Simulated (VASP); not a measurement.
# TiS2 (P-3m1) in VASP: vibrations by perturbation theory with PBE

Aim: the vibrations by perturbation theory of TiS2 with PBE.

All numbers are computed with VASP 6.6.1; they aren't measurements. Logs are shortened: lines on timing, memory, paths and dates and some standing lists are left out, and cuts for length are marked.

## (1) The cell of the first run

Symmetry: P-3m1, No. 164, trigonal system. The conventional cell has a = 3.410 Å, b = 3.410 Å, c = 6.574 Å, α = 90.00°, β = 90.00°, γ = 120.00°. Ti (site symmetry -3m) has 6 S at 2.43 Å within 3.2 Å. Within 3.2 Å of S (site symmetry 3m) lie 3 Ti at 2.43 Å.

## (2) Vibrations by perturbation theory, PBE

INCAR reads:

```
SYSTEM = TiS2
PREC = Accurate ; ENCUT = 500
EDIFF = 1E-8 ; ISMEAR = -1
SIGMA = 0.15 ; LREAL = .FALSE.
LASPH = .TRUE. ; NELM = 120
ALGO = Normal ; ISIF = 2
LWAVE = .FALSE. ; LCHARG = .FALSE.
GGA = PE ; IBRION = 8
NSW = 1 ; GGA_COMPAT = .FALSE.
KPAR = 4
```

KPOINTS reads:

```
regular mesh
0
G
  18 18 8
  0 0 0
```

POSCAR reads:

```
TiS2
1.0
    3.4098465999      0.0000000029      0.0000000000
   -1.7049233025      2.9530137770      0.0000000000
    0.0000000000      0.0000000000      6.5740836436
Ti S
1 2
Direct
    0.0000000000      0.0000000000      0.0000000000
    0.3333333333      0.6666666667      0.2165772136
    0.6666666667      0.3333333333      0.7834227864
```

Potentials or basis: VASP PAW PBE potentials, release 64 (Ti_sv, S).

Command:

```sh
cat potpaw_PBE.64/Ti_sv/POTCAR potpaw_PBE.64/S/POTCAR > POTCAR
mpirun -np 4 vasp_std > vasp.out
```

OUTCAR:

```text
SYSTEM = TiS2
   PREC = Accurate
   ENCUT = 500
   EDIFF = 1E-8
   ISMEAR = -1
   LREAL = .FALSE.
   LASPH = .TRUE.
   NELM = 120
   ISIF = 2
   GGA = PE
   IBRION = 8
   NSW = 1

 ion  position               nearest neighbor table
   1  0.000  0.000  0.000-   2 2.43   3 2.43   2 2.43   3 2.43   3 2.43   2 2.43
   2  0.333  0.667  0.217-   1 2.43   1 2.43   1 2.43
   3  0.667  0.333  0.783-   1 2.43   1 2.43   1 2.43

  LATTYP: Found a hexagonal cell.
 ALAT       =     3.4098465999
 C/A-ratio  =     1.9279704969

  Lattice vectors:

 A1 = (   3.4098465999,   0.0000000029,   0.0000000000)
 A2 = (  -1.7049233025,   2.9530137770,   0.0000000000)
 A3 = (   0.0000000000,   0.0000000000,   6.5740836436)

Analysis of symmetry for initial positions (statically):
=====================================================================
 Subroutine PRICEL returns:
 Original cell was already a primitive cell.

 Routine SETGRP: Setting up the symmetry group for a
 hexagonal supercell.

 Subroutine GETGRP returns: Found 12 space group operations
 (whereof 12 operations were pure point group operations)
 out of a pool of 24 trial point group operations.

The static configuration has the point symmetry D_3d.

Analysis of symmetry for dynamics (positions and initial velocities):
=====================================================================
 Subroutine PRICEL returns:
 Original cell was already a primitive cell.

 Routine SETGRP: Setting up the symmetry group for a
 hexagonal supercell.

 Subroutine GETGRP returns: Found 12 space group operations
 (whereof 12 operations were pure point group operations)
 out of a pool of 24 trial point group operations.

The dynamic configuration has the point symmetry D_3d.

 Subroutine INISYM returns: Found 12 space group operations
 (whereof 12 operations are pure point group operations),
 and found     1 'primitive' translations

----------------------------------------------------------------------------------------

                                     Primitive cell

  volume of cell :      66.1966

  direct lattice vectors                    reciprocal lattice vectors
     3.409846600  0.000000003  0.000000000     0.293268325  0.169318546  0.000000000
    -1.704923302  2.953013777  0.000000000    -0.000000000  0.338637092  0.000000000
     0.000000000  0.000000000  6.574083644     0.000000000  0.000000000  0.152112455

  length of vectors
     3.409846600  3.409846600  6.574083644     0.338637092  0.338637092  0.152112455

  position of ions in fractional coordinates (direct lattice)
     0.000000000  0.000000000  0.000000000
     0.333333333  0.666666667  0.216577214
     0.666666667  0.333333333  0.783422786

  ion indices of the primitive-cell ions
   primitive index   ion index
                 1           1
                 2           2
                 3           3

----------------------------------------------------------------------------------------

 KPOINTS: regular mesh

Automatic generation of k-mesh.
 Grid dimensions read from file:
 generate k-points for:   18   18    8

 Generating k-lattice:

  Cartesian coordinates                     Fractional coordinates (reciprocal lattice)
     0.016292685  0.009406586  0.000000000     0.055555556 -0.000000000  0.000000000
    -0.000000000  0.018813172  0.000000000     0.000000000  0.055555556  0.000000000
     0.000000000  0.000000000  0.019014057     0.000000000  0.000000000  0.125000000

  Length of vectors
     0.018813172  0.018813172  0.019014057

  Shift w.r.t. Gamma in fractional coordinates (k-lattice)
     0.000000000  0.000000000  0.000000000

 Subroutine IBZKPT returns following result:
 ===========================================

 Found    266 irreducible k-points:

 Following reciprocal coordinates:
            Coordinates               Weight
  0.000000  0.000000  0.000000      1.000000
  0.055556  0.000000  0.000000      6.000000
  0.111111  0.000000  0.000000      6.000000
  0.166667 -0.000000  0.000000      6.000000
  0.222222  0.000000  0.000000      6.000000
  0.277778 -0.000000  0.000000      6.000000
[... 35 lines left out ...]
   ENCUT  =  500.0 eV  36.75 Ry    6.06 a.u.   6.22  6.22 11.99*2*pi/ulx,y,z
   NELM   =    120;   NELMIN=  2; NELMDL= -5     # of ELM steps
   EDIFF  = 0.1E-07   stopping-criterion for ELM
   LREAL  =      F    real-space projection
   EDIFFG = 0.1E-06   stopping-criterion for IOM
   NSW    =      1    number of steps for IOM
   IBRION =      8    ionic relax: 0-MD 1-quasi-New 2-CG
   NFREE  =      0    steps in history (QN), initial steepest desc. (CG)
   ISIF   =      2    stress and relaxation
   ISYM   =      2    0-nonsym 1-usesym 2-fastsym
   POTIM  = 0.5000    time-step for ionic-motion
   TEBEG  =    0.0;   TEEND  =   0.0 temperature during run
   PSTRESS=    0.0 pullay stress
   NELECT =      24.0000    total number of electrons
   NUPDOWN=      -1.0000    fix difference up-down
   EMIN   =  10.00;   EMAX   =-10.00  energy-range for DOS
   EFERMI =   0.00;   METHOD = LEGACY
   ISMEAR =    -1;   SIGMA  =   0.15  broadening in eV -4-tet -1-fermi 0-gaus
   EFERMI_NEDOS =   21; number of points for ismear=-14 and -15
   IALGO  =     38    algorithm
   IMIX   =      4    mixing-type and parameters
     AMIX     =   0.40;   BMIX     =  1.00
     AMIX_MAG =   1.60;   BMIX_MAG =  1.00
  volume/ion in A,a.u.               =      22.07       148.91
  Fermi-wavevector in a.u.,A,eV,Ry     =   1.167347  2.205966 18.540654  1.362700
  Thomas-Fermi vector in A             =   2.303849
   LORBIT       =      0    0 simple, 1 ext, 2 COOP (PROOUT), +10 PAW based schemes
   GGA     = PE    functional components
   LHFCALC =     F    Hartree Fock is set to
   AEXX    =    0.0000 exact exchange contribution
   IVDW    =     0    specifies the selected vdW correction
   LEPSILON=     F    determine dielectric tensor
   LRPA    =     F    only Hartree local field effects (RPA)
 non-spin polarized calculation
  energy-cutoff  :      500.00
  volume of cell :       66.20
 maximum number of plane-waves:      1716
 NGX is ok and might be reduce to    28
   NGX = 13   NGY = 13   NGZ = 23

--------------------------------------- Ionic step        1  -------------------------------------------

 number of electron      24.0000000 magnetization

 Free energy of the ion-electron system (eV)
  ---------------------------------------------------
  ext. energy  EPLUGINS =         0.00000000
  ---------------------------------------------------
  free energy    TOTEN  =       -19.98078013 eV

  energy without entropy =      -19.94003886  energy(sigma->0) =      -19.96040950

 E-fermi :   3.7890     XC(G=0):  -9.1658

 val. band max:        3.7444149708   @ k =  -0.0000   0.0556   0.1250
 cond. band min:       3.9405790680   @ k =   0.0000   0.0000   0.5000
 fundamental gap:      0.1961640972
 Fermi energy:         3.7890313876

 k-point     1 :       0.0000    0.0000    0.0000
  band No.  band energies     occupation
      1     -53.7501      2.00000
      2     -29.9717      2.00000
      3     -29.9266      2.00000
      4     -29.9266      2.00000
      5      -9.6222      2.00000
      6      -8.3327      2.00000
[... 433 lines left out ...]
      3     -29.9642      2.00000
      4     -29.9463      2.00000
      5      -8.1318      2.00000
      6      -7.9483      2.00000
[... 8 lines left out ...]
     15       5.7703      0.00000
     16       7.1675      0.00000

 [... further k-points ...]
[... 5 lines left out ...]
  --------------------------------------------------------------------------------------
  -------------------------------------------------------------------------------------
  Total       -0.0378179     -0.0378179     -0.0065659      0.0000000     -0.0000000      0.0000000
  in kB       -0.9153198     -0.9153198     -0.1589175      0.0000000     -0.0000000      0.0000000
  external PRESSURE =      -0.6631857 kB  Pullay stress =       0.0000000 kB

 VOLUME and BASIS-vectors are now :
 -----------------------------------------------------------------------------
  energy-cutoff  :      500.00
  volume of cell :       66.20
      direct lattice vectors                 reciprocal lattice vectors
     3.409846600  0.000000003  0.000000000     0.293268325  0.169318546  0.000000000
    -1.704923302  2.953013777  0.000000000    -0.000000000  0.338637092  0.000000000
     0.000000000  0.000000000  6.574083644     0.000000000  0.000000000  0.152112455

 POSITION                                       TOTAL-FORCE (eV/Angst)
 -----------------------------------------------------------------------------------
      0.00000      0.00000      0.00000         0.000000     -0.000000      0.000000
     -0.00000      1.96868      1.42380        -0.000000      0.000000      0.006515
      1.70492      0.98434      5.15029         0.000000     -0.000000     -0.006515
 -----------------------------------------------------------------------------------
    total drift:                               -0.000000     -0.000000      0.000000

  FREE ENERGIE OF THE ION-ELECTRON SYSTEM (eV)
  ---------------------------------------------------
  free  energy   TOTEN  =       -19.9807801298 eV

  energy  without entropy=      -19.9400388636  energy(sigma->0) =      -19.96040950

[... ionic steps 2 to 3 ...]

--------------------------------------- Ionic step        4  -------------------------------------------

------------------------ aborting loop because EDIFF is reached ----------------------------------------
[... 11 lines left out ...]
[... ionic steps 8 to 8 ...]

--------------------------------------- Ionic step        9  -------------------------------------------

 Free energy of the ion-electron system (eV)
  ---------------------------------------------------
  ---------------------------------------------------
  free energy    TOTEN  =        -0.13089804 eV

  energy without entropy =       -0.13087681

------------------------ aborting loop because EDIFF is reached ----------------------------------------

 INTERNAL STRAIN TENSOR  FOR ION    2  DIRECTION 3   (eV/Angst):
 -----------------------------------------------------------------------------
    -8.64702  0.00000 -0.00000
     0.00000 -8.64702  0.00000
    -0.00000 -0.00000-16.84560

 INTERNAL STRAIN TENSOR FOR ION    3 for displacements in x,y,z  (eV/Angst):
          X           Y           Z          XY          YZ          ZX
  --------------------------------------------------------------------------------
  x     0.00000    -0.00000     0.00000    -2.30527    -0.00000     8.31310
  y    -2.30527     2.30527    -0.00000    -0.00000     9.48509    -0.00000
  z     8.64702     8.64702    16.84560    -0.00000    -0.00000    -0.00000

 SECOND DERIVATIVES (NOT SYMMETRIZED)
 ------------------------------------
               1X          1Y          1Z          2X          2Y          2Z          3X          3Y          3Z
  1X    -2.090714    0.000000    0.000000    1.045357   -0.000000    0.000000    1.045357   -0.000000    0.000000
  1Y     0.000000   -2.090714    0.000000   -0.000000    1.045357    0.000000   -0.000000    1.045357    0.000000
  1Z     0.000000    0.000000  -13.148267    0.000000    0.000000    6.574133    0.000000    0.000000    6.574133
  2X     1.031485   -0.000000    0.000000   -3.717355    0.000000   -0.000000    2.685871   -0.000000   -0.000000
  2Y    -0.000000    1.031485   -0.000000    0.000000   -3.717355    0.000000   -0.000000    2.685871    0.000000
  2Z     0.000000    0.000000    6.571244    0.000000    0.000000   -9.267943    0.000000    0.000000    2.696699
  3X     1.031485   -0.000000    0.000000    2.685871   -0.000000   -0.000000   -3.717355    0.000000   -0.000000
  3Y    -0.000000    1.031485   -0.000000   -0.000000    2.685871    0.000000    0.000000   -3.717355    0.000000
  3Z     0.000000    0.000000    6.571244    0.000000    0.000000    2.696699    0.000000    0.000000   -9.267943

 Eigenvectors and eigenvalues of the dynamical matrix
 ----------------------------------------------------

   1 f  =   10.825850 THz    68.020821 2PiTHz  361.111480 cm-1    44.772097 meV
             X         Y         Z           dx          dy          dz
      0.000000  0.000000  0.000000    -0.000000   -0.000000   -0.756739
     -0.000000  1.968676  1.423797    -0.000000   -0.000000    0.462248
      1.704923  0.984338  5.150287     0.000000    0.000000    0.462248
[... 43 lines left out ...]
   9 f/i=    0.014212 THz     0.089298 2PiTHz    0.474069 cm-1     0.058777 meV
             X         Y         Z           dx          dy          dz
      0.000000  0.000000  0.000000    -0.386913    0.523916    0.000000
     -0.000000  1.968676  1.423797    -0.318756    0.431625    0.000000
      1.704923  0.984338  5.150287    -0.318756    0.431625    0.000000

--------------------------------------------------------------------------------------------------------

 ELASTIC MODULI CONTR FROM IONIC RELAXATION (kBar)
 Direction    XX          YY          ZZ          XY          YZ          ZX
 --------------------------------------------------------------------------------
 XX        -342.6835   -262.3347   -589.3297      0.0000    165.2987     -0.0000
 YY        -262.3347   -342.6835   -589.3297      0.0000   -165.2987      0.0000
 ZZ        -589.3297   -589.3297  -1148.0961      0.0000     -0.0000      0.0000
 XY           0.0000      0.0000      0.0000    -40.1744      0.0000    144.8742
 YZ         165.2987   -165.2987     -0.0000      0.0000   -680.1257      0.0000
 ZX          -0.0000      0.0000      0.0000    144.8742      0.0000   -522.4356
 --------------------------------------------------------------------------------
```

It took 17 min on 4 MPI ranks of Intel Xeon Platinum 8488C (Sapphire Rapids), shared host; peak memory 2.4 GiB.

Results:

- Highest phonon frequency at Γ, LO-TO splitting left out: 361 cm⁻¹

Phonon frequencies in cm⁻¹ (negative: imaginary):
```tsv
q point	frequencies
(0.000, 0.000, 0.000)	0 0 0 144 144 233 233 319 361
```

Caveat: this functional lacks dispersion, which binds layers or chains, so the pressure and a relaxed spacing across them are unreliable.
